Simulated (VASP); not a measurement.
# Rh in VASP: a series of runs, part 2 of 2

VASP 6.6.1. Earlier steps stand in the parts before.

### 4 Single point, r2SCAN, collinear spin, ferromagnetic start

This run uses another cell than the first one: it holds 2 atoms, not 1.

The input, POSCAR:

```
Rh
1.0
    9.0000000000      0.0000000000      0.0000000000
    0.0000000000      9.3000000000      0.0000000000
    0.0000000000      0.0000000000      4.7896736632
Rh
2
Direct
    0.5000000000      0.5000000000     -0.0174773301
    0.5000000000      0.5000000000      0.4824773301
```

The input, INCAR.step1:

```
SYSTEM = Rh
  PREC = Accurate
  ENCUT = 520
  ISMEAR = 0
  SIGMA = 0.05
  LREAL = .FALSE.
  LASPH = .TRUE.
  NELM = 150
  ISPIN = 2
  MAGMOM = 1.5 1.5
  LMAXMIX = 4
  NBANDS = 26
  GGA = PE
  ALGO = Normal
  EDIFF = 1E-4
  LWAVE = .TRUE.
  LCHARG = .FALSE.
```

The input, INCAR.step2:

```
SYSTEM = Rh
  PREC = Accurate
  ENCUT = 520
  EDIFF = 1E-6
  ISMEAR = 0
  SIGMA = 0.05
  LREAL = .FALSE.
  LASPH = .TRUE.
  NELM = 150
  ALGO = Normal
  ISIF = 2
  LWAVE = .FALSE.
  LCHARG = .FALSE.
  ISPIN = 2
  MAGMOM = 1.5 1.5
  LORBIT = 11
  LMAXMIX = 4
  METAGGA = R2SCAN
  LMIXTAU = .TRUE.
  NBANDS = 26
  ISTART = 1
```

The input, KPOINTS:

```
regular mesh
0
G
  1 1 13
  0 0 0
```

Potentials or basis: VASP PAW PBE potentials, release 64 (Rh_pv).

Run with:

```bash
cat potpaw_PBE.64/Rh_pv/POTCAR > POTCAR
cp INCAR.step1 INCAR
mpirun -np 1 vasp_std > vasp.out
cp INCAR.step2 INCAR
mpirun -np 1 vasp_std > vasp.out
```

OUTCAR:

```text
SYSTEM = Rh
   PREC = Accurate
   ENCUT = 520
   EDIFF = 1E-6
   ISMEAR = 0
   LREAL = .FALSE.
   LASPH = .TRUE.
   NELM = 150
   ISIF = 2
   ISPIN = 2
   LORBIT = 11
   METAGGA = R2SCAN
   ISTART = 1

 ion  position               nearest neighbor table
   1  0.500  0.500  0.983-   2 2.39   2 2.40
   2  0.500  0.500  0.482-   1 2.39   1 2.40

  LATTYP: Found a simple orthorhombic cell.
 ALAT       =     4.7896736632
 B/A-ratio  =     1.8790424219
 C/A-ratio  =     1.9416771693

  Lattice vectors:

 A1 = (   0.0000000000,   0.0000000000,   4.7896736632)
 A2 = (   9.0000000000,   0.0000000000,   0.0000000000)
 A3 = (   0.0000000000,   9.3000000000,   0.0000000000)

Analysis of symmetry for initial positions (statically):
=====================================================================
 Subroutine PRICEL returns:
 Original cell was already a primitive cell.

 Routine SETGRP: Setting up the symmetry group for a
 simple orthorhombic supercell.
[... 385 lines left out ...]
      2     -50.8887      1.00000
      3     -50.5719      1.00000
      4     -50.5719      1.00000
      5     -50.4283      1.00000
      6     -50.4282      1.00000
[... 192 lines left out ...]
     25       3.3475      0.00000
     26       3.8439      0.00000

------------------------ aborting loop because EDIFF is reached ----------------------------------------

  FORCE on cell =-STRESS in cart. coord.  units (eV):
  Direction    XX          YY          ZZ          XY          YZ          ZX
  --------------------------------------------------------------------------------------
  -------------------------------------------------------------------------------------
  Total       -0.0674056     -0.0532466     -9.3098645      0.0000000      0.0000000      0.0000000
  in kB       -0.2693863     -0.2127997    -37.2068205      0.0000000      0.0000000      0.0000000
  external PRESSURE =     -12.5630022 kB  Pullay stress =       0.0000000 kB

 VOLUME and BASIS-vectors are now :
 -----------------------------------------------------------------------------
  energy-cutoff  :      520.00
  volume of cell :      400.90
      direct lattice vectors                 reciprocal lattice vectors
     9.000000000  0.000000000  0.000000000     0.111111111  0.000000000  0.000000000
     0.000000000  9.300000000  0.000000000     0.000000000  0.107526882  0.000000000
     0.000000000  0.000000000  4.789673663     0.000000000  0.000000000  0.208782491

 POSITION                                       TOTAL-FORCE (eV/Angst)
 -----------------------------------------------------------------------------------
      4.50000      4.65000      4.70596         0.000000      0.000000     -0.001719
      4.50000      4.65000      2.31091         0.000000      0.000000      0.001719
 -----------------------------------------------------------------------------------
    total drift:                                0.000000      0.000000     -0.000166

  FREE ENERGIE OF THE ION-ELECTRON SYSTEM (eV)
  ---------------------------------------------------
  free  energy   TOTEN  =       -40.7619659930 eV

  energy  without entropy=      -40.7517585310  energy(sigma->0) =      -40.75686226

 total charge

# of ion       s       p       d       tot
------------------------------------------
    1        0.320   6.064   7.270  13.654
    2        0.320   6.064   7.270  13.654
--------------------------------------------------
tot          0.640  12.129  14.539  27.308

 magnetization (x)

# of ion       s       p       d       tot
------------------------------------------
    1        0.006   0.001   0.401   0.408
    2        0.006   0.001   0.401   0.408
--------------------------------------------------
tot          0.013   0.002   0.802   0.816
```

OUTCAR.step1:

```text
SYSTEM = Rh
   PREC = Accurate
   ENCUT = 520
   ISMEAR = 0
   LREAL = .FALSE.
   LASPH = .TRUE.
[... 633 lines left out ...]
      4.50000      4.65000      4.70596         0.000000      0.000000     -0.001964
      4.50000      4.65000      2.31091         0.000000      0.000000      0.001964
 -----------------------------------------------------------------------------------
    total drift:                                0.000000      0.000000      0.000023

  FREE ENERGIE OF THE ION-ELECTRON SYSTEM (eV)
  ---------------------------------------------------
  free  energy   TOTEN  =        -7.7364329198 eV

  energy  without entropy=       -7.7281058104  energy(sigma->0) =       -7.73226937
```

OSZICAR.step1:

```text
N       E                     dE             d eps       ncg     rms          rms(c)
DAV:   1     0.160748635338E+03    0.16075E+03   -0.14816E+04   952   0.817E+02
DAV:   2     0.348273398133E+01   -0.15727E+03   -0.14300E+03   932   0.199E+02
DAV:   3    -0.752856424148E+01   -0.11011E+02   -0.10127E+02   772   0.422E+01
DAV:   4    -0.767613321656E+01   -0.14757E+00   -0.14709E+00   782   0.543E+00
DAV:   5    -0.767925829862E+01   -0.31251E-02   -0.31247E-02   940   0.777E-01    0.763E+00
DAV:   6    -0.751753322317E+01    0.16173E+00   -0.84021E-01   732   0.411E+00    0.384E+00
DAV:   7    -0.739745615943E+01    0.12008E+00   -0.23960E-01   732   0.225E+00    0.227E+00
DAV:   8    -0.753845559149E+01   -0.14100E+00   -0.69270E-02   728   0.107E+00    0.130E+00
DAV:   9    -0.765029790138E+01   -0.11184E+00   -0.67173E-02   728   0.122E+00    0.697E-01
DAV:  10    -0.771920013383E+01   -0.68902E-01   -0.30896E-02   728   0.779E-01    0.446E-01
DAV:  11    -0.772503122302E+01   -0.58311E-02   -0.20637E-03   740   0.244E-01    0.265E-01
DAV:  12    -0.772970470729E+01   -0.46735E-02   -0.12772E-03   742   0.146E-01    0.137E-01
DAV:  13    -0.773476848387E+01   -0.50638E-02   -0.17751E-03   728   0.165E-01    0.666E-02
DAV:  14    -0.773625469281E+01   -0.14862E-02   -0.83444E-04   656   0.123E-01    0.207E-02
DAV:  15    -0.773646536688E+01   -0.21067E-03   -0.19301E-04   576   0.583E-02    0.169E-02
DAV:  16    -0.773643291982E+01    0.32447E-04   -0.20996E-04   584   0.577E-02
   1 F= -.77364329E+01 E0= -.77322694E+01  d E =-.832711E-02  mag=     1.0502
```

Run time: 6.4 min. Hardware: 1 thread of Intel Xeon 6975P-C (Granite Rapids), shared host; peak memory 0.67 GiB.

Results:

```
Free energy                                           : -40.7620 eV
Net moment                                            : 0.88 μB per cell
Site moments                                          : Rh +0.41 μB
Valence electrons inside the program's atomic spheres : Rh 13.65
```

Caveat: the PAW data sets were made with another functional, which shifts forces and pressure a little.

### 5 Summary

| cell | k mesh | gap on the mesh (eV) | moment (μB) |
| --- | --- | --- | --- |
| a = 9.000, b = 9.300, c = 2.394 Å, 1 atom, atomic positions A | 1 × 1 × 26 | none | 0.38 |
| a = 9.000, b = 9.300, c = 2.418 Å, 1 atom, atomic positions A | 1 × 1 × 26 | none | 0.69 |
| a = 9.000, b = 9.300, c = 4.790 Å, 2 atoms, atomic positions B | 1 × 1 × 13 | none | 0.88 |

Alike in all rows: task single point; level r2SCAN; potentials or basis VASP PAW PBE potentials, release 64 (Rh_pv); spin collinear, ferromagnetic start; cutoff (eV) 520; smearing gaussian 0.05 eV.

Caveats: the PAW data sets were made with another functional, which shifts forces and pressure a little.

Total energies depend on the potentials used, so only differences within one code and one set of settings carry meaning.
